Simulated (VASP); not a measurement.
# Li in VASP: settings compared

Li is run at these levels: PBEsol, PBE; tasks: single point.

Program: VASP 6.6.1. These are calculated values, not measurements. Logs are shortened: lines on timing, memory, paths and dates and some standing lists are left out, and cuts for length are marked.

## Step 1: The cell of the first run

The cell holds a slab with vacuum, 7 atoms: a = 3.432 Å, b = 2.972 Å, c = 30.560 Å, α = 90.00°, β = 90.00°, γ = 54.74°.

## Step 2: Single point, PBEsol

Input file INCAR:

```
SYSTEM = Li
PREC = Accurate
ENCUT = 520
EDIFF = 1E-6
ISMEAR = 1
SIGMA = 0.1
LREAL = .FALSE.
LASPH = .TRUE.
NELM = 60
ALGO = Normal
ISIF = 2
LWAVE = .FALSE.
LCHARG = .FALSE.
LDIPOL = .TRUE.
IDIPOL = 3
DIPOL = 0.5 0.5 0.500
GGA = PS
NBANDS = 20
```

Input file KPOINTS:

```
Automatic mesh
0
G
  22 22 1
  0 0 0
```

Input file POSCAR:

```
Li
1.0
    3.4319415000      0.0000000000      0.0000000000
    1.7159707500      2.4267491080      0.0000000000
    0.0000000000      0.0000000000     30.5604946450
Li
7
Direct
    0.0000000000      0.0000000000      0.2617758676
    0.5000000000      0.0000000000      0.3411839117
    0.0000000000      0.0000000000      0.4205919559
    0.5000000000      0.0000000000      0.5000000000
    0.0000000000      0.0000000000      0.5794080441
    0.5000000000      0.0000000000      0.6588160883
    0.0000000000      0.0000000000      0.7382241324
```

Potentials or basis: VASP PAW PBE potentials, release 64 (Li_sv).

The run is started by

```sh
> cat potpaw_PBE.64/Li_sv/POTCAR > POTCAR
> mpirun -np 1 vasp_std > vasp.out
```

OUTCAR:

```text
SYSTEM = Li
   PREC = Accurate
   ENCUT = 520
   EDIFF = 1E-6
   ISMEAR = 1
   LREAL = .FALSE.
   LASPH = .TRUE.
   NELM = 60
   ISIF = 2
   GGA = PS

 ion  position               nearest neighbor table
   1  0.000  0.000  0.262-
   2  0.500  0.000  0.341-
   3  0.000  0.000  0.421-
   4  0.500  0.000  0.500-
   5  0.000  0.000  0.579-
   6  0.500  0.000  0.659-
   7  0.000  0.000  0.738-

  LATTYP: Found a base centered orthorhombic cell.
 ALAT       =     3.4319415000
 B/A-ratio  =     1.4142135628
 C/A-ratio  =     8.9047248168

  Lattice vectors:

 A1 = (   1.7159707500,  -2.4267491080,   0.0000000000)
 A2 = (   1.7159707500,   2.4267491080,   0.0000000000)
 A3 = (   0.0000000000,   0.0000000000,  30.5604946450)

Analysis of symmetry for initial positions (statically):
=====================================================================
 Subroutine PRICEL returns:
 Original cell was already a primitive cell.

 Routine SETGRP: Setting up the symmetry group for a
 base centered orthorhombic supercell.

 Subroutine GETGRP returns: Found  8 space group operations
 (whereof  8 operations were pure point group operations)
 out of a pool of  8 trial point group operations.

The static configuration has the point symmetry D_2h.

Analysis of symmetry for dynamics (positions and initial velocities):
=====================================================================
 Subroutine PRICEL returns:
 Original cell was already a primitive cell.

 Routine SETGRP: Setting up the symmetry group for a
 base centered orthorhombic supercell.

 Subroutine GETGRP returns: Found  8 space group operations
 (whereof  8 operations were pure point group operations)
 out of a pool of  8 trial point group operations.

The dynamic configuration has the point symmetry D_2h.

 Subroutine INISYM returns: Found  8 space group operations
 (whereof  8 operations are pure point group operations),
 and found     1 'primitive' translations

----------------------------------------------------------------------------------------

                                     Primitive cell

  volume of cell :     254.5219

  direct lattice vectors                    reciprocal lattice vectors
     3.431941500  0.000000000  0.000000000     0.291380258 -0.206036956  0.000000000
     1.715970750  2.426749108  0.000000000     0.000000000  0.412073913  0.000000000
     0.000000000  0.000000000 30.560494645     0.000000000  0.000000000  0.032721983

  length of vectors
     3.431941500  2.972148524 30.560494645     0.356866477  0.412073913  0.032721983

  position of ions in fractional coordinates (direct lattice)
     0.000000000  0.000000000  0.261775868
     0.500000000  0.000000000  0.341183912
     0.000000000  0.000000000  0.420591956
     0.500000000  0.000000000  0.500000000
     0.000000000  0.000000000  0.579408044
     0.500000000  0.000000000  0.658816088
     0.000000000  0.000000000  0.738224132

  ion indices of the primitive-cell ions
   primitive index   ion index
                 1           1
                 2           2
                 3           3
                 4           4
                 5           5
                 6           6
                 7           7

----------------------------------------------------------------------------------------

 KPOINTS: Automatic mesh

Automatic generation of k-mesh.
 Grid dimensions read from file:
 generate k-points for:   22   22    1

 Generating k-lattice:

  Cartesian coordinates                     Fractional coordinates (reciprocal lattice)
     0.013244557 -0.009365316  0.000000000     0.045454545  0.000000000  0.000000000
     0.000000000  0.018730632  0.000000000     0.000000000  0.045454545  0.000000000
     0.000000000  0.000000000  0.032721983     0.000000000  0.000000000  1.000000000

  Length of vectors
     0.016221203  0.018730632  0.032721983

  Shift w.r.t. Gamma in fractional coordinates (k-lattice)
     0.000000000  0.000000000  0.000000000

 Subroutine IBZKPT returns following result:
 ===========================================

 Found    133 irreducible k-points:

 Following reciprocal coordinates:
            Coordinates               Weight
  0.000000  0.000000  0.000000      1.000000
  0.045455  0.000000  0.000000      4.000000
  0.090909  0.000000  0.000000      4.000000
  0.136364  0.000000  0.000000      4.000000
  0.181818  0.000000  0.000000      4.000000
  0.227273  0.000000  0.000000      4.000000
[... 16 lines left out ...]
  0.500000  0.045455  0.000000      4.000000
 -0.454545  0.045455  0.000000      4.000000
 [... further k-points ...]
   k-points           NKPTS =    133   k-points in BZ     NKDIM =    133   number of bands    NBANDS=     20
   number of dos      NEDOS =    301   number of ions     NIONS =      7
   total plane-waves  NPLWV = 161280
   dimension x,y,z NGX =    28 NGY =   24 NGZ =  240
   dimension x,y,z NGXF=    56 NGYF=   48 NGZF=  480
   ions per type =               7
   NGX,Y,Z   is equivalent  to a cutoff of  13.56, 13.42, 13.06 a.u.
   NGXF,Y,Z  is equivalent  to a cutoff of  27.13, 26.85, 26.11 a.u.
 SYSTEM =  Li
   PREC   = accura    normal or accurate (medium, high low for compatibility)
   ISTART =      0    job   : 0-new  1-cont  2-samecut
   ICHARG =      2    charge: 1-file 2-atom 10-const
   ISPIN  =      1    spin polarized calculation?
   LNONCOLLINEAR =      F non collinear calculations
   LSORBIT =      F    spin-orbit coupling
   LASPH  =      T    aspherical Exc in radial PAW
   ENCUT  =  520.0 eV  38.22 Ry    6.18 a.u.   6.38  5.53 56.82*2*pi/ulx,y,z
   NELM   =     60;   NELMIN=  2; NELMDL= -5     # of ELM steps
   EDIFF  = 0.1E-05   stopping-criterion for ELM
   LREAL  =      F    real-space projection
   EDIFFG = 0.1E-04   stopping-criterion for IOM
   NSW    =      0    number of steps for IOM
   IBRION =     -1    ionic relax: 0-MD 1-quasi-New 2-CG
   NFREE  =      0    steps in history (QN), initial steepest desc. (CG)
   ISIF   =      2    stress and relaxation
   ISYM   =      2    0-nonsym 1-usesym 2-fastsym
   POTIM  = 0.5000    time-step for ionic-motion
   TEBEG  =    0.0;   TEEND  =   0.0 temperature during run
   PSTRESS=    0.0 pullay stress
   NELECT =      21.0000    total number of electrons
   NUPDOWN=      -1.0000    fix difference up-down
   EMIN   =  10.00;   EMAX   =-10.00  energy-range for DOS
   EFERMI =   0.00;   METHOD = LEGACY
   ISMEAR =     1;   SIGMA  =   0.10  broadening in eV -4-tet -1-fermi 0-gaus
   EFERMI_NEDOS =   21; number of points for ismear=-14 and -15
   IALGO  =     38    algorithm
   IMIX   =      4    mixing-type and parameters
     AMIX     =   0.40;   BMIX     =  1.00
     AMIX_MAG =   1.60;   BMIX_MAG =  1.00
  volume/ion in A,a.u.               =      36.36       245.37
  Fermi-wavevector in a.u.,A,eV,Ry     =   0.712699  1.346806  6.910944  0.507940
  Thomas-Fermi vector in A             =   1.800143
   LORBIT       =      0    0 simple, 1 ext, 2 COOP (PROOUT), +10 PAW based schemes
   GGA     = PS    functional components
   LHFCALC =     F    Hartree Fock is set to
   AEXX    =    0.0000 exact exchange contribution
   IVDW    =     0    specifies the selected vdW correction
   LEPSILON=     F    determine dielectric tensor
   LRPA    =     F    only Hartree local field effects (RPA)
 non-spin polarized calculation
 Methfessel and Paxton  Order N= 1 SIGMA  =   0.10
  energy-cutoff  :      520.00
  volume of cell :      254.52
 maximum number of plane-waves:      6945
 NGX is ok and might be reduce to    28
   NGX = 13   NGY = 11   NGZ =113

 dipolmoment           0.000000      0.000000     -0.000000 electrons x Angstroem

 number of electron      21.0000007 magnetization

 dipolmoment           0.000000      0.000000      0.000000 electrons x Angstroem

 Free energy of the ion-electron system (eV)
  ---------------------------------------------------
  ext. energy  EPLUGINS =         0.00000000
  ---------------------------------------------------
  free energy    TOTEN  =       -13.21196313 eV

  energy without entropy =      -13.21232499  energy(sigma->0) =      -13.21208375

 E-fermi :  -0.9937     XC(G=0):  -4.4537

 val. band max:       -0.9941346919   @ k =   0.4091   0.1364   0.0000
 cond. band min:      -0.9919421273   @ k =   0.5000   0.2273   0.0000
 fundamental gap:      0.0021925646
 Fermi energy:        -0.9937358389

 k-point     1 :       0.0000    0.0000    0.0000
  band No.  band energies     occupation
      1     -47.3937      2.00000
      2     -47.3937      2.00000
      3     -46.9253      2.00000
      4     -46.9252      2.00000
      5     -46.9097      2.00000
      6     -46.9036      2.00000
[... 12 lines left out ...]
     19       3.5103      0.00000
     20       3.7499      0.00000

 k-point     2 :       0.0455    0.0000    0.0000
  band No.  band energies     occupation
      1     -47.3935      2.00000
      2     -47.3935      2.00000
      3     -46.9251      2.00000
      4     -46.9249      2.00000
      5     -46.9094      2.00000
      6     -46.9035      2.00000
[... 12 lines left out ...]
     19       3.5391      0.00000
     20       3.7749      0.00000
[... 465 lines left out ...]
      3     -46.9134      2.00000
      4     -46.9134      2.00000
      5     -46.8946      2.00000
      6     -46.8945      2.00000
[... 12 lines left out ...]
     19       3.1209      0.00000
     20       3.2949      0.00000

 k-point    24 :      -0.4545    0.0455    0.0000
  band No.  band energies     occupation
      1     -47.3833      2.00000
      2     -47.3832      2.00000
      3     -46.9133      2.00000
      4     -46.9133      2.00000
      5     -46.8945      2.00000
      6     -46.8944      2.00000
[... 12 lines left out ...]
     19       3.1852      0.00000
     20       3.3178      0.00000

 [... further k-points ...]

------------------------ aborting loop because EDIFF is reached ----------------------------------------

 vacuum level on the upper side and lower side of the slab       (xc-potential included)        -0.162        -0.162

  FORCE on cell =-STRESS in cart. coord.  units (eV):
  Direction    XX          YY          ZZ          XY          YZ          ZX
  --------------------------------------------------------------------------------------
  -------------------------------------------------------------------------------------
  Total       -0.1462587      0.2044244     -0.3958701      0.0000000      0.0000000      0.0000000
  in kB       -0.9206766      1.2868209     -2.4919433      0.0000000      0.0000000      0.0000000
  external PRESSURE =      -0.7085997 kB  Pullay stress =       0.0000000 kB

 VOLUME and BASIS-vectors are now :
 -----------------------------------------------------------------------------
  energy-cutoff  :      520.00
  volume of cell :      254.52
      direct lattice vectors                 reciprocal lattice vectors
     3.431941500  0.000000000  0.000000000     0.291380258 -0.206036956  0.000000000
     1.715970750  2.426749108  0.000000000     0.000000000  0.412073913  0.000000000
     0.000000000  0.000000000 30.560494645     0.000000000  0.000000000  0.032721983

 POSITION                                       TOTAL-FORCE (eV/Angst)
 -----------------------------------------------------------------------------------
      0.00000      0.00000      8.00000         0.000000      0.000000      0.067037
      1.71597      0.00000     10.42675        -0.000000     -0.000000     -0.064923
      0.00000      0.00000     12.85350        -0.000000      0.000000     -0.011287
      1.71597      0.00000     15.28025        -0.000000      0.000000      0.000000
      0.00000      0.00000     17.70700        -0.000000      0.000000      0.011287
      1.71597      0.00000     20.13375        -0.000000      0.000000      0.064923
      0.00000      0.00000     22.56049         0.000000      0.000000     -0.067037
 -----------------------------------------------------------------------------------
    total drift:                                0.000000      0.000000      0.000000

  FREE ENERGIE OF THE ION-ELECTRON SYSTEM (eV)
  ---------------------------------------------------
  free  energy   TOTEN  =       -13.2119631261 eV

  energy  without entropy=      -13.2123249948  energy(sigma->0) =      -13.21208375

 vacuum level on the upper side and lower side of the slab         2.171         2.171
```

It took 23 min on 1 thread of Intel Xeon 8259CL, shared host; peak memory 0.69 GiB.

Results:

```
Free energy            : -13.2120 eV
Largest force          : 0.067 eV/Å
Band gap on the k mesh : zero (an odd number of electrons rules out a gap without spin polarisation)
```

Forces in eV/Å, atoms in the order of the input:
```
Li   0.000  0.000  0.067
Li   0.000  0.000 -0.065
Li   0.000  0.000 -0.011
Li   0.000  0.000  0.000
Li   0.000  0.000  0.011
Li   0.000  0.000  0.065
Li   0.000  0.000 -0.067
```

Caveat: the cutoff is under 1.25 times the usual one of these potentials, so pressure, stress and relaxed cells hold a basis-set (Pulay) error; the PAW data sets were made with another functional, which shifts forces and pressure a little.

## Step 3: Single point, PBEsol

Input file INCAR:

```
SYSTEM = Li
ALGO = Normal
DIPOL = 0.5 0.5 0.500
EDIFF = 1E-6
ENCUT = 520
GGA = PS
IDIPOL = 3
ISIF = 2
ISMEAR = 1
LASPH = .TRUE.
LCHARG = .TRUE.
LDIPOL = .TRUE.
LELF = .TRUE.
LREAL = .FALSE.
LVACPOTAV = .TRUE.
LVHAR = .TRUE.
LWAVE = .FALSE.
NBANDS = 20
NELM = 60
PREC = Accurate
SIGMA = 0.1
```

Input file KPOINTS:

```
k-points
0
G
  13 13 1
  0 0 0
```

Input file POSCAR:

```
Li
1.0
    3.4319415000      0.0000000000      0.0000000000
    1.7159707500      2.4267491080      0.0000000000
    0.0000000000      0.0000000000     30.5604946450
Li
7
Direct
    0.0000000000      0.0000000000      0.2635251761
    0.5000000000      0.0000000000      0.3397906150
    0.0000000000      0.0000000000      0.4196985229
    0.5000000000      0.0000000000      0.5000000012
    0.0000000000      0.0000000000      0.5803014745
    0.5000000000      0.0000000000      0.6602093851
    0.0000000000      0.0000000000      0.7364748252
```

Potentials or basis: VASP PAW PBE potentials, release 64 (Li_sv).

The run is started by

```sh
> cat potpaw_PBE.64/Li_sv/POTCAR > POTCAR
> mpirun -np 1 vasp_std > vasp.out
```

Wall time 4.2 min (1 thread of Intel Xeon 6975P-C (Granite Rapids), shared host); peak memory 0.46 GiB.

The run converged. Its results:

```
Free energy            : -13.2288 eV
Band gap on the k mesh : zero (an odd number of electrons rules out a gap without spin polarisation)
```

Levels at points of the mesh, in eV from the Fermi level:
```
           k point  band 9  band 10  band 11  band 12  band 13  band 14
(0.00, 0.00, 0.00)   -3.32    -2.92    -2.36    -1.64    -0.84    -0.07
```

Caveat: the cutoff is under 1.25 times the usual one of these potentials, so pressure, stress and relaxed cells hold a basis-set (Pulay) error; the PAW data sets were made with another functional, which shifts forces and pressure a little.

## Step 4: Single point, PBEsol

Input file INCAR:

```
SYSTEM = Li
ALGO = Normal ; DIPOL = 0.5 0.5 0.500
EDIFF = 1E-6 ; ENCUT = 520
GGA = PS ; IDIPOL = 3
ISIF = 2 ; ISMEAR = 1
LASPH = .True. ; LCHARG = .False.
LDIPOL = .True. ; LREAL = .False.
LWAVE = .False. ; NBANDS = 20
NELM = 100 ; PREC = Accurate
SIGMA = 0.1
```

Input file KPOINTS:

```
k-points
0
Gamma
  13 13 1
  0 0 0
```

Input file POSCAR:

```
Li
1.0
    3.4319415000      0.0000000000      0.0000000000
    1.7159707500      2.4267491080      0.0000000000
    0.0000000000      0.0000000000     30.5604946450
Li
7
Direct
    0.0000000000      0.0000000000      0.2617758676
    0.5000000000      0.0000000000      0.3411839117
    0.0000000000      0.0000000000      0.4205919559
    0.5000000000      0.0000000000      0.5000000000
    0.0000000000      0.0000000000      0.5794080441
    0.5000000000      0.0000000000      0.6588160883
    0.0000000000      0.0000000000      0.7382241324
```

The run is started by

```sh
> cat potpaw_PBE.64/Li_sv/POTCAR > POTCAR
> mpirun -np 1 vasp_std > vasp.out
```

It took 3.5 min on 1 thread of Intel Xeon 6975P-C (Granite Rapids), shared host; peak memory 0.47 GiB.

The run converged. Its results:

| Quantity | Value |
| --- | --- |
| Free energy | -13.2218 eV |
| Largest force | 0.078 eV/Å |
| Band gap on the k mesh | zero (an odd number of electrons rules out a gap without spin polarisation) |

Forces on the atoms (eV/Å):
```
Li   0.000  0.000  0.063
Li   0.000  0.000 -0.078
Li   0.000  0.000 -0.006
Li   0.000  0.000  0.000
Li   0.000  0.000  0.006
Li   0.000  0.000  0.078
Li   0.000  0.000 -0.063
```

Levels at points of the mesh, in eV from the Fermi level:
| k point | band 8 | band 9 | band 10 | band 11 | band 12 | band 13 | band 14 | band 15 |
| --- | --- | --- | --- | --- | --- | --- | --- | --- |
| (0.00, 0.00, 0.00) | -3.52 | -3.31 | -2.91 | -2.36 | -1.65 | -0.85 | -0.11 | 0.22 |

Caveat: the cutoff is under 1.25 times the usual one of these potentials, so pressure, stress and relaxed cells hold a basis-set (Pulay) error; the PAW data sets were made with another functional, which shifts forces and pressure a little.

## Step 5: Single point, PBE

Input file INCAR:

```
PREC     = Accurate       # precision mode
ENCUT    = 520            # plane-wave cutoff, eV
EDIFF    = 1E-6           # SCF threshold, eV
ISMEAR   = 1              # smearing method
SIGMA    = 0.1            # smearing width, eV
LREAL    = F              # projectors in reciprocal space
LASPH    = T              # aspherical terms in the spheres
NELM     = 80             # most SCF steps
ALGO     = Normal         # electronic algorithm
ISIF     = 2              # what is computed and relaxed
LWAVE    = F              # write WAVECAR
LCHARG   = F              # write CHGCAR
LDIPOL   = T            
IDIPOL   = 3            
DIPOL    = 0.5 0.5 0.500
GGA      = PE             # functional
NBANDS   = 20             # bands
```

Input file KPOINTS:

```
regular mesh
0
Gamma
  13 13 1
```

Input file POSCAR:

```
Li
1.0
    3.4323254430     -0.0000000004      0.0000000000
    1.7161627218      2.4270205958      0.0000000000
    0.0000000000      0.0000000000     30.5621235760
Li
7
Direct
    0.0000000000      0.0000000000      0.2636730719
    0.5000000000      0.0000000000      0.3397936873
    0.0000000000      0.0000000000      0.4196906324
    0.5000000000      0.0000000000      0.5000000002
    0.0000000000      0.0000000000      0.5803093677
    0.5000000000      0.0000000000      0.6602063121
    0.0000000000      0.0000000000      0.7363269284
```

The run is started by

```sh
> cat potpaw_PBE.64/Li_sv/POTCAR > POTCAR
> mpirun -np 1 vasp_std > vasp.out
```

Wall time 4.4 min (1 thread of Intel Xeon 6975P-C (Granite Rapids), shared host); peak memory 0.46 GiB.

The run converged. Its results:

| Quantity | Value |
| --- | --- |
| Free energy | -12.8308 eV |
| Band gap on the k mesh | zero (an odd number of electrons rules out a gap without spin polarisation) |

Levels at points of the mesh, in eV from the Fermi level:
```
           k point  band 9  band 10  band 11  band 12  band 13  band 14
(0.00, 0.00, 0.00)   -3.32    -2.93    -2.36    -1.64    -0.84    -0.06
```

Caveat: the cutoff is under 1.25 times the usual one of these potentials, so pressure, stress and relaxed cells hold a basis-set (Pulay) error.

[end of part 1 of 2]

The gap in the log of VASP goes by the Fermi energy; the results here count the filled bands.